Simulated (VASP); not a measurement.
Here is a VASP 6.6.1 calculation.

Contents of INCAR:

```
PREC = Accurate
ENCUT = 520
EDIFF = 1E-6
ISMEAR = 0
SIGMA = 0.05
LREAL = False
LASPH = True
NELM = 100
ALGO = Normal
ISIF = 2
LWAVE = False
LCHARG = False
GGA = PE
NBANDS = 11
```

KPOINTS

```
regular mesh
0
Gamma
  12 12 12
```

Contents of POSCAR:

```
C
1.0
    0.0000000000      1.7011840075      1.8735139474
    1.7011840075      0.0000000000      1.8735139474
    1.7011840075      1.7011840075      0.0000000000
C
2
Direct
    0.5000000000      0.5000000000      0.5000000000
    0.7500000000      0.7500000000      0.7500000000
```

Potentials or basis: VASP PAW PBE potentials, release 64 (C).

The run is started by

```console
$ cat potpaw_PBE.64/C/POTCAR > POTCAR
$ mpirun -np 1 vasp_std > vasp.out
```

Task: What does it give for the pressure?

Result: 24.3 GPa.

Task: Estimate the band gap on the k mesh.

Result: 3.01 eV, indirect (least direct gap 4.84 eV).

Stress tensor (GPa, compression positive):
```
 58.73   0.00   0.00
  0.00  58.73   0.00
  0.00   0.00 -44.49
```

 A k mesh can miss the band edges.
